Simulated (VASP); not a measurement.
Wanted: the native input for a VASP 6.6.1 run.

```
Task                   : single point
Functional             : LDA
Potentials or basis    : VASP PAW LDA potentials, release 64 (Si)
Cutoff                 : 520 eV
k mesh                 : 12 × 12 × 6
Occupations            : gaussian, width 0.03 eV
Spin                   : no spin polarisation
Dipole correction      : no
Further INCAR settings : ALGO = Normal; EDIFF = 1e-07; NBANDS = 16
```

The structure of Si lies in POSCAR:

```
Si
1.0
    4.0445961451      0.0000000000      0.0000000000
   -2.0222980726      3.5027230097      0.0000000000
    0.0000000000      0.0000000000      5.6823700921
Si
4
Direct
    0.3333333333      0.6666666667      0.0630095000
    0.6666666667      0.3333333333      0.5630095000
    0.3333333333      0.6666666667      0.4369905000
    0.6666666667      0.3333333333      0.9369905000
```

This cell differs from its parent crystal: ratio of the length along z to the lengths across it x 0.85, volume and fractional coordinates fixed.

One way to write it, as run:

INCAR

```
ALGO = Normal
EDIFF = 1E-7
ENCUT = 520
GGA = CA
ISIF = 2
ISMEAR = 0
LASPH = True
LCHARG = False
LREAL = False
LWAVE = False
NBANDS = 16
NELM = 80
PREC = Accurate
SIGMA = 0.03
```

KPOINTS

```
k-points
0
Gamma
  12 12 6
```

Potentials or basis: VASP PAW LDA potentials, release 64 (Si).

The run is started by

```console
$ cat potpaw_LDA.64/Si/POTCAR > POTCAR
$ mpirun -np 1 vasp_std > vasp.out
```

Results of the run:

The pressure is 2.1 GPa, the largest force is 2.698 eV/Å and the band gap on the k mesh is zero (band 8 reaches 6.17 eV, above the bottom of band 9 at 5.57 eV).

Caveat: forces of over 1 eV/Å act on the atoms, so gaps and moduli don't describe the material at rest.

It took 40 s on 1 thread of Intel(R) Xeon(R) 6975P-C (Granite Rapids), on a shared host, peak memory 0.19 GiB.
